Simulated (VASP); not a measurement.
Write the native input for VASP 6.6.1 that does the following.

```yaml
Task: single point
Functional: LDA
Potentials_or_basis: VASP PAW LDA potentials, release 64 (Li_sv)
Cutoff: 520 eV
k_mesh: 22 × 22 × 22
Occupations: fermi-dirac, width 0.1 eV
Spin: no spin polarisation
Dipole_correction: no
Further_INCAR_settings: ALGO = Normal; EDIFF = 1e-07; NBANDS = 8
```

The structure of Li lies in POSCAR:

```
Li
1.0
    0.0000000000      1.8148732712      1.8148732712
    1.8148732712      0.0000000000      1.8148732712
    1.8148732712      1.8148732712      0.0000000000
Li
1
Direct
    0.0000000000      0.0000000000      0.0000000000
```

This isn't the form of Li at room conditions, which is bcc.

These files were run (other wordings do the same):

INCAR

```
ALGO = Normal ; EDIFF = 1E-7
ENCUT = 520 ; ISIF = 2
ISMEAR = -1 ; LASPH = True
LCHARG = False ; LREAL = False
LWAVE = False ; NBANDS = 8
NELM = 60 ; PREC = Accurate
SIGMA = 0.1
```

KPOINTS

```
k-points
0
Gamma
  22 22 22
```

Potentials or basis: VASP PAW LDA potentials, release 64 (Li_sv).

Launch:

```sh
$ cat potpaw_LDA.64/Li_sv/POTCAR > POTCAR
$ mpirun -np 1 vasp_std > vasp.out
```

Results of the run:

```yaml
Band_gap_on_the_k_mesh: zero (an odd number of electrons rules out a gap without spin polarisation)
```

Run time: 16 s on 1 thread of AMD EPYC 9R45 96-Core Processor (Zen 5), with other jobs on the host, peak memory 0.09 GiB.
